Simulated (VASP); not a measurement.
Runs of VASP 6.6.1 on SnTe. Symmetry: Fm-3m, No. 225, cubic system. Conventional cell: a = 6.302 Å, b = 6.302 Å, c = 6.302 Å, α = 90.00°, β = 90.00°, γ = 90.00°. Within 4.1 Å of Sn (site symmetry m-3m) lie 6 Te at 3.15 Å. Within 4.1 Å of Te (site symmetry m-3m) lie 6 Sn at 3.15 Å. 

```tsv
level	potentials or basis	gap on the mesh (eV)	pressure (GPa)
BLYP	VASP PAW PBE potentials, release 64 (Sn_d, Te)	0.06	6.2
LDA	VASP PAW LDA potentials, release 64 (Sn_d, Te)	(a)	(b)
PBE	VASP PAW PBE potentials, release 64 (Sn_d, Te)	0.10	2.3
r2SCAN	VASP PAW PBE potentials, release 64 (Sn_d, Te)	-	1.6
```

Alike in all rows: task single point; no spin polarisation; cell as given; k mesh 6 × 6 × 6; cutoff (eV) 520; smearing fermi-dirac 0.1 eV.

Task: Estimate the missing entries.

Result: (a) 0.12; (b) -1.5.

Caveats: spin-orbit coupling is left out, which moves the levels of the heavy elements; the PAW data sets were made with another functional, which shifts forces and pressure a little (some runs).

A k mesh can miss the band edges, and the runs leave out spin-orbit coupling on Sn, Te.
